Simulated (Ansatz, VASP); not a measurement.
## Two plane-wave programs on C13O

```
CELL_PARAMETERS angstrom
4.93269 0.00000 0.00000
0.00000 8.52230 0.00000
0.00000 0.00000 22.94161
ATOMIC_POSITIONS crystal
C 0.00000 0.00000 0.17436
C 0.50000 0.00000 0.17436
C 0.25000 0.00000 0.20539
C 0.75000 0.00000 0.20539
C 0.25000 0.00000 0.26746
C 0.75000 0.00000 0.26746
C 0.00000 0.00000 0.29771
C 0.50000 0.00000 0.29771
C 0.00000 0.00000 0.36262
C 0.50000 0.00000 0.36262
C 0.25000 0.00000 0.38975
C 0.75000 0.00000 0.38975
C 0.12500 0.89164 0.46647
O 0.12500 0.10836 0.46647
```

Alike in both runs: task single point; functional PBE; k mesh 6 × 3 × 1; occupations gaussian, width 0.1 eV; no spin polarisation.

```csv
,VASP,Ansatz
version,VASP 6.6.1,Ansatz 0.2.0
potentials or method,"VASP PAW PBE potentials, release 64 (C, O), cutoff 520 eV","scalar-relativistic, plane waves, PAW"
valence electrons in the cell,58,58
```

Ansatz gave:

* gap on the k mesh at the Fermi level (eV): none
* rms of the force components (eV/Å): 1.899
* work function, face that differs most (eV): 6.21

Task: Which values does VASP return?

Result: gap on the k mesh at the Fermi level (eV): none; rms of the force components (eV/Å): 1.892; work function, face that differs most (eV): 6.21.

Atom by atom the forces differ by 0.015 eV/Å (rms over components). A gap of «none» marks a metal or a gap that the smearing closes. The functional is the same, so the differences come from potentials, cutoffs and numerics.
